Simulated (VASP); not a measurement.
# MgPt2O3 (Cmcm) in VASP: single point with PBEsol

Aim: the single point of MgPt2O3 with PBEsol.

Everything below comes from runs of VASP 6.6.1. Logs are shortened: lines on timing, memory, paths and dates and some standing lists are left out, and cuts for length are marked.

**1. The cell of the first run**

Symmetry: Cmcm, No. 63, orthorhombic system. Conventional cell: a = 5.596 Å, b = 6.330 Å, c = 7.980 Å, α = 90.00°, β = 90.00°, γ = 90.00°. Mg (site symmetry m2m) has 4 O at 2.03 to 2.20 Å within 2.7 Å. Within 2.7 Å of Pt (site symmetry -1) lie 4 O at 2.02 to 2.11 Å. O (site symmetry m) has 2 Pt at 2.02 Å and 2 Mg at 2.03 to 2.20 Å within 2.7 Å. Within 2.8 Å of O (site symmetry 2/m) lie 4 Pt at 2.11 Å and 4 O at 2.73 Å.

**2. Single point, PBEsol**

Contents of INCAR:

```
ALGO = Normal
EDIFF = 1E-6
ENCUT = 520
GGA = PS
ISIF = 2
ISMEAR = -1
LASPH = True
LCHARG = False
LREAL = False
LWAVE = False
NBANDS = 52
NELM = 100
PREC = Accurate
SIGMA = 0.05
```

Contents of KPOINTS:

```
k-points
0
Gamma
  4 4 2
```

Contents of POSCAR:

```
MgPt2O3
1.0
    2.8065416682     -3.1574634826     -0.0044424666
    2.7892473452      3.1726434161      0.0044699631
    0.0000010146     -0.0111853950      7.9795480552
Mg Pt O
2 4 6
Direct
    0.5330051472      0.4714307054      0.0016403069
    0.4658224902      0.5385901392      0.5016440692
   -0.0005872928      0.5050066871      0.2516437955
    0.4994170308      0.0050069627      0.2516415791
   -0.0005951860      0.5050052054      0.7516434179
    0.4994137278      0.0050013160      0.7516408443
    0.0504341204      0.4499756002      0.0016439753
    0.5544621193     -0.0459983317      0.0016415659
   -0.0005818983      0.0050080712      0.2516408829
    0.4443671153      1.0560182636      0.5016408381
    0.9483909598      0.5600447278      0.5016428788
   -0.0005839606      0.0050048695      0.7516478029
```

Potentials or basis: VASP PAW PBE potentials, release 64 (Mg, Pt, O).

Launch:

```sh
$ cat potpaw_PBE.64/Mg/POTCAR potpaw_PBE.64/Pt/POTCAR potpaw_PBE.64/O/POTCAR > POTCAR
$ mpirun -np 1 vasp_std > vasp.out
```

OUTCAR:

```text
EDIFF = 1E-6
   ENCUT = 520
   GGA = PS
   ISIF = 2
   ISMEAR = -1
   LASPH = True
   LREAL = False
   NELM = 100
   PREC = Accurate

 ion  position               nearest neighbor table
   1  0.533  0.471  0.002-   8 2.03   7 2.03   8 2.20   7 2.20   5 2.80   3 2.80   4 2.80   6 2.80
                             6 3.03   4 3.03   5 3.03   3 3.03
   2  0.466  0.539  0.502-  10 2.03  11 2.03  10 2.20  11 2.20   6 2.80   3 2.80   4 2.80   5 2.80
                             6 3.03   5 3.03   4 3.03   3 3.03
   3  0.999  0.505  0.252-  11 2.02   7 2.02   9 2.11   9 2.11   2 2.80   1 2.80   4 2.80   4 2.80
                             2 3.03   1 3.03   4 3.17   4 3.17
   4  0.499  0.005  0.252-  10 2.02   8 2.02   9 2.11   9 2.11   2 2.80   1 2.80   3 2.80   3 2.80
                             1 3.03   2 3.03   3 3.17   3 3.17
   5  0.999  0.505  0.752-  11 2.02   7 2.02  12 2.11  12 2.11   1 2.80   2 2.80   6 2.80   6 2.80
                             2 3.03   1 3.03   6 3.17   6 3.17
   6  0.499  0.005  0.752-   8 2.02  10 2.02  12 2.11  12 2.11   2 2.80   1 2.80   5 2.80   5 2.80
                             1 3.03   2 3.03   5 3.17   5 3.17
   7  0.050  0.450  0.002-   3 2.02   5 2.02   1 2.03   1 2.20
   8  0.554  0.954  0.002-   4 2.02   6 2.02   1 2.03   1 2.20
   9  0.999  0.005  0.252-   3 2.11   3 2.11   4 2.11   4 2.11
  10  0.444  0.056  0.502-   4 2.02   6 2.02   2 2.03   2 2.20
  11  0.948  0.560  0.502-   3 2.02   5 2.02   2 2.03   2 2.20
  12  0.999  0.005  0.752-   5 2.11   5 2.11   6 2.11   6 2.11

  Warning from LATTYP: Monoclinic adjustment (A1->A3, A2->A1, A3->A2)!
  LATTYP: Found a simple monoclinic cell.
 ALAT       =     4.2244037424
 B/A-ratio  =     1.8889188585
 C/A-ratio  =     1.0000191792
 COS(beta)  =    -0.1226826948

  Lattice vectors:

 A1 = (   2.7892473452,   3.1726434161,   0.0044699631)
 A2 = (   0.0000010146,  -0.0111853950,   7.9795480552)
 A3 = (   2.8065416682,  -3.1574634826,  -0.0044424666)

Analysis of symmetry for initial positions (statically):
=====================================================================
 Subroutine PRICEL returns:
 Original cell was already a primitive cell.

 Routine SETGRP: Setting up the symmetry group for a
 simple monoclinic supercell.

 Subroutine GETGRP returns: Found  2 space group operations
 (whereof  1 operations were pure point group operations)
 out of a pool of  4 trial point group operations.

[... 139 lines left out ...]
   POTIM  = 0.5000    time-step for ionic-motion
   TEBEG  =    0.0;   TEEND  =   0.0 temperature during run
   PSTRESS=    0.0 pullay stress
   NELECT =      80.0000    total number of electrons
   NUPDOWN=      -1.0000    fix difference up-down
   EMIN   =  10.00;   EMAX   =-10.00  energy-range for DOS
   EFERMI =   0.00;   METHOD = LEGACY
   ISMEAR =    -1;   SIGMA  =   0.05  broadening in eV -4-tet -1-fermi 0-gaus
   EFERMI_NEDOS =   21; number of points for ismear=-14 and -15
   IALGO  =     38    algorithm
   IMIX   =      4    mixing-type and parameters
     AMIX     =   0.40;   BMIX     =  1.00
     AMIX_MAG =   1.60;   BMIX_MAG =  1.00
  volume/ion in A,a.u.               =      11.78        79.48
  Fermi-wavevector in a.u.,A,eV,Ry     =   1.354243  2.559148 24.952730  1.833974
  Thomas-Fermi vector in A             =   2.481431
   LORBIT       =      0    0 simple, 1 ext, 2 COOP (PROOUT), +10 PAW based schemes
   GGA     = PS    functional components
   LHFCALC =     F    Hartree Fock is set to
   AEXX    =    0.0000 exact exchange contribution
   IVDW    =     0    specifies the selected vdW correction
   LEPSILON=     F    determine dielectric tensor
   LRPA    =     F    only Hartree local field effects (RPA)
 non-spin polarized calculation
  energy-cutoff  :      520.00
  volume of cell :      141.33
 maximum number of plane-waves:      3832
   NGX = 15   NGY = 15   NGZ = 29

 number of electron      79.9999997 magnetization

 Free energy of the ion-electron system (eV)
  ---------------------------------------------------
  ext. energy  EPLUGINS =         0.00000000
  ---------------------------------------------------
  free energy    TOTEN  =       -70.65507908 eV

  energy without entropy =      -70.60504917  energy(sigma->0) =      -70.63006412

 E-fermi :   6.4349     XC(G=0): -11.8865

 val. band max:        6.3940452576   @ k =   0.2500   0.0000   0.5000
 cond. band min:       6.4371109310   @ k =  -0.2500   0.2500   0.0000
 fundamental gap:      0.0430656734
 Fermi energy:         6.4348562690

 k-point     1 :       0.0000    0.0000    0.0000
  band No.  band energies     occupation
      1     -13.2714      2.00000
      2     -12.8953      2.00000
      3     -12.3122      2.00000
      4     -12.0737      2.00000
      5     -11.9818      2.00000
      6     -11.3407      2.00000
[... 1089 lines left out ...]
     51      14.2738      0.00000
     52      14.2738      0.00000

------------------------ aborting loop because EDIFF is reached ----------------------------------------

  FORCE on cell =-STRESS in cart. coord.  units (eV):
  Direction    XX          YY          ZZ          XY          YZ          ZX
  --------------------------------------------------------------------------------------
  -------------------------------------------------------------------------------------
  Total       -0.0708151     -0.0479344      0.5552421      0.0018837     -0.0008458      0.0000026
  in kB       -0.8028078     -0.5434169      6.2946007      0.0213551     -0.0095886      0.0000300
  external PRESSURE =       1.6494587 kB  Pullay stress =       0.0000000 kB

 VOLUME and BASIS-vectors are now :
 -----------------------------------------------------------------------------
  energy-cutoff  :      520.00
  volume of cell :      141.33
      direct lattice vectors                 reciprocal lattice vectors
     2.806541668 -3.157463483 -0.004442467     0.179133027 -0.157485500 -0.000220779
     2.789247345  3.172643416  0.004469963     0.178275941  0.158461966  0.000222103
     0.000001015 -0.011185395  7.979548055    -0.000000137 -0.000176444  0.125320133

 POSITION                                       TOTAL-FORCE (eV/Angst)
 -----------------------------------------------------------------------------------
      2.81084     -0.18728      0.01283        -0.000274     -0.002152     -0.000003
      2.80961      0.23233      4.00323         0.000072      0.002194      0.000003
      4.21348     -1.55622      2.00582         0.000090     -0.000136     -0.000016
      1.41560     -1.56382      2.00579        -0.000010      0.000124     -0.000002
      4.21346     -1.56179      5.99559         0.000090     -0.000136      0.000016
      1.41558     -1.56942      5.99556        -0.000010      0.000124      0.000002
      1.39664      1.26835      0.01491         0.005846     -0.010163     -0.000014
      4.21707      1.27599      0.01490        -0.005500     -0.010552     -0.000015
      2.81888     -3.14255      2.00356         0.000053      0.000078      0.000012
      1.40338     -1.23096      4.00114         0.005455      0.010543      0.000015
      4.22380     -1.22330      4.00117        -0.005866      0.010000      0.000014
      2.81886     -3.14815      5.99339         0.000053      0.000078     -0.000012
 -----------------------------------------------------------------------------------
    total drift:                               -0.000094     -0.000042     -0.161120

  FREE ENERGIE OF THE ION-ELECTRON SYSTEM (eV)
  ---------------------------------------------------
  free  energy   TOTEN  =       -70.6550790766 eV

  energy  without entropy=      -70.6050491680  energy(sigma->0) =      -70.63006412
```

OSZICAR:

```text
N       E                     dE             d eps       ncg     rms          rms(c)
DAV:   1     0.530687907697E+03    0.53069E+03   -0.41810E+04  2080   0.148E+03
DAV:   2    -0.443537862800E+02   -0.57504E+03   -0.53945E+03  2376   0.332E+02
DAV:   3    -0.829887313068E+02   -0.38635E+02   -0.37689E+02  2376   0.870E+01
DAV:   4    -0.835908801415E+02   -0.60215E+00   -0.59889E+00  2396   0.112E+01
DAV:   5    -0.836017137303E+02   -0.10834E-01   -0.10828E-01  2368   0.131E+00    0.440E+01
DAV:   6    -0.726690594579E+02    0.10933E+02   -0.57867E+01  2356   0.474E+01    0.283E+01
DAV:   7    -0.711343384790E+02    0.15347E+01   -0.14439E+01  2392   0.246E+01    0.159E+01
DAV:   8    -0.707347661676E+02    0.39957E+00   -0.25622E+00  2392   0.107E+01    0.326E+00
DAV:   9    -0.706585080540E+02    0.76258E-01   -0.27558E-01  2384   0.345E+00    0.981E-01
DAV:  10    -0.706568166297E+02    0.16914E-02   -0.55784E-02  2164   0.118E+00    0.510E-01
DAV:  11    -0.706556187113E+02    0.11979E-02   -0.33629E-03  2368   0.385E-01    0.241E-01
DAV:  12    -0.706551955394E+02    0.42317E-03   -0.19550E-03  2608   0.336E-01    0.112E-01
DAV:  13    -0.706551235065E+02    0.72033E-04   -0.68511E-04  2316   0.154E-01    0.625E-02
DAV:  14    -0.706550800590E+02    0.43447E-04   -0.15168E-04  2392   0.832E-02    0.194E-02
DAV:  15    -0.706550798586E+02    0.20040E-06   -0.32193E-05  2248   0.297E-02    0.857E-03
DAV:  16    -0.706550790766E+02    0.78203E-06   -0.26197E-06  1632   0.102E-02
   1 F= -.70655079E+02 E0= -.70630064E+02  d E =-.500299E-01
```

It took 5.3 min on 1 thread of AMD EPYC 7R13 (Zen 3), shared host; peak memory 0.27 GiB.

Results:

```
Free energy            : -70.6551 eV
Pressure               : 0.2 GPa
Largest force          : 0.012 eV/Å
Band gap on the k mesh : zero (band 40 reaches 6.84 eV, above the bottom of band 41 at 6.02 eV)
```

Forces in eV/Å, atoms in the order of the input:
```
Mg   0.000 -0.002  0.000
Mg   0.000  0.002  0.000
Pt   0.000  0.000  0.000
Pt   0.000  0.000  0.000
Pt   0.000  0.000  0.000
Pt   0.000  0.000  0.000
O    0.006 -0.010  0.000
O   -0.005 -0.011  0.000
O    0.000  0.000  0.000
O    0.005  0.011  0.000
O   -0.006  0.010  0.000
O    0.000  0.000  0.000
```

Caveat: the k points lie up to 0.39 Å⁻¹ apart; the PAW data sets were made with another functional, which shifts forces and pressure a little; spin-orbit coupling is left out, which moves the levels of the heavy elements.
